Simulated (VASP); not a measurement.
KF: relaxation of shape and atoms at fixed volume with PBE

Crystal: KF.

```
K F
1.0
     2.17243    1.25426    3.54804
    -2.17243    1.25426    3.54804
     0.00000   -2.50851    3.54804
K F
1 1
Cartesian
  0.0000 0.0000 2.6543
  0.0000 0.0000 -0.0065
```

```yaml
Program: VASP 6.6.1
Task: relaxation of shape and atoms at fixed volume
Functional: PBE
Potentials_or_basis: VASP PAW PBE potentials, release 64 (K_sv, F)
Cutoff: 600 eV
k_mesh: 8 × 8 × 8
Occupations: gaussian, width 0.02 eV
Spin: no spin polarisation
Dipole_correction: no
Further_INCAR_settings: ALGO = Normal; EDIFF = 1e-06; IBRION = 2; EDIFFG = -0.01; NSW = 50; ISIF = 4
```

| Quantity | Value |
| --- | --- |
| Pressure after relaxing | -1.6 GPa |
| Band gap on the k mesh | 4.80 eV (least direct gap 4.92 eV) |

Final structure:
```xyz
2
Lattice="2.1724 1.2543 3.5480 -2.1724 1.2543 3.5480 0.0000 -2.5085 3.5480" Properties=species:S:1:pos:R:3 pbc="T T T"
K     0.0000    0.0000    2.6543
F     0.0000    0.0000   10.6376
```

Levels at points of the mesh, in eV from the valence-band top:
```csv
k point,band 4,band 5,band 6,band 7,band 8,band 9,band 10,band 11,band 12
"(0.00, 0.00, 0.00)",-10.05,-10.05,-0.12,-0.12,-0.12,4.80,11.23,11.23,11.23
"(0.50, 0.00, 0.00)",-10.08,-10.08,-0.23,-0.06,-0.06,7.52,8.51,10.38,10.38
"(0.50, 0.50, 0.00)",-10.12,-10.07,-0.34,0.00,0.00,7.87,8.02,11.30,12.24
"(0.50, 0.50, 0.50)",-10.08,-10.08,-0.23,-0.06,-0.06,7.52,8.51,10.38,10.38
```

Run time: 27 s on 1 thread of Intel(R) Xeon(R) Platinum 8488C (Sapphire Rapids), on a shared host, peak memory 0.23 GiB.

Caveat: the relaxation stopped at its first step, so nothing moved. A k mesh can miss the band edges.
